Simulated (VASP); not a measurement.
Here is a VASP 6.6.1 calculation.

File INCAR:

```
SYSTEM = B2Pt2Cl
PREC = Accurate
ENCUT = 600
EDIFF = 1E-7
ISMEAR = 0
SIGMA = 0.1
LREAL = .FALSE.
LASPH = .TRUE.
NELM = 100
ALGO = Normal
ISIF = 3
LWAVE = .FALSE.
LCHARG = .FALSE.
GGA = PE
IBRION = 2
NSW = 90
EDIFFG = -0.04
```

File KPOINTS:

```
regular mesh
0
G
  4 4 4
  0 0 0
```

POSCAR

```
B2Pt2Cl
1.0
    3.7479178445      0.0000000000      0.0000000000
    0.0000000000      3.7479178445      0.0000000000
    0.0000000000      0.0000000000      7.2438503672
B Pt Cl
2 2 1
Direct
    0.5000000000      0.0000000000      0.3222316495
    0.0000000000      0.5000000000      0.3222316495
    0.5000000000      0.0000000000      0.5804064633
    0.0000000000      0.5000000000      0.5804064633
    0.0000000000      0.0000000000      0.8681278543
```

Potentials or basis: VASP PAW PBE potentials, release 64 (B, Pt, Cl).

Launch:

```console
$ cat potpaw_PBE.64/B/POTCAR potpaw_PBE.64/Pt/POTCAR potpaw_PBE.64/Cl/POTCAR > POTCAR
$ mpirun -np 1 vasp_std > vasp.out
```

(1) Predict the space group after relaxing (to 0.1 Å).

(2) What does it give for the relaxed cell?

(3) What does it give for the relaxed volume?

(4) Estimate the band gap on the k mesh.

## Answers

(1) P4mm (No. 99).

(2) a = 3.782 Å, b = 3.782 Å, c = 7.212 Å, α = 90.00°, β = 90.00°, γ = 90.00°.

(3) 20.63 Å³/atom.

(4) zero (an odd number of electrons rules out a gap without spin polarisation).

Caveat: the k points lie up to 0.42 Å⁻¹ apart in the final cell, too coarse for converged energies and pressures of a metal; spin-orbit coupling is left out, which moves the levels of the heavy elements; this functional lacks dispersion, which binds the layers, so the pressure and a relaxed spacing across them are unreliable; an odd number of electrons without spin polarisation forces a metal; a magnetic or distorted state may lie lower.
